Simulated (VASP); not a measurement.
The system is CdS.

```
Cd S
1.0
     4.13480    0.00000    0.00000
    -2.06740    3.58084    0.00000
     0.00000    0.00000    6.74900
Cd S
2 2
Direct
  0.33333 0.66667 0.00000
  0.66667 0.33333 0.50000
  0.33333 0.66667 0.38500
  0.66667 0.33333 0.88500
```

* Program: VASP 6.6.1
* Task: relaxation of cell and atoms
* Functional: PBE
* Potentials or basis: VASP PAW PBE potentials, release 64 (Cd, S)
* Cutoff: 600 eV
* k mesh: 12 × 12 × 4
* Occupations: gaussian, width 0.02 eV
* Spin: no spin polarisation

At the start: pressure 2.9 GPa; volume 24.98 Å³/atom.

Q: How do energy, volume and symmetry change on relaxing?

A: Over 10 steps the energy falls by 14.1 meV/atom and the volume is 26.16 Å³/atom (+4.7 %); space group P6_3mc (No. 186, to 0.05 Å).

Step by step:
```csv
step,energy change (eV),largest force (eV/Å),pressure (GPa),volume (Å³)
1,0.0000,0.2682,2.85,99.93
2,-0.0487,0.0412,-0.89,106.49
3,-0.0532,0.0867,-0.12,104.90
4,-0.0545,0.0495,-0.01,104.68
5,-0.0547,0.0204,0.07,104.51
6,-0.0555,0.0141,0.03,104.59
7,-0.0563,0.0023,-0.07,104.79
8,-0.0563,0.0039,-0.08,104.81
9,-0.0563,0.0025,0.08,104.51
10,-0.0564,0.0006,0.00,104.65
```

Final structure:
```
Cd S
1.0
     4.20309    0.00000    0.00000
    -2.10155    3.63999    0.00000
     0.00000    0.00000    6.84053
Cd S
2 2
Direct
  0.33333 0.66667 0.00424
  0.66667 0.33333 0.50424
  0.33333 0.66667 0.38076
  0.66667 0.33333 0.88076
```
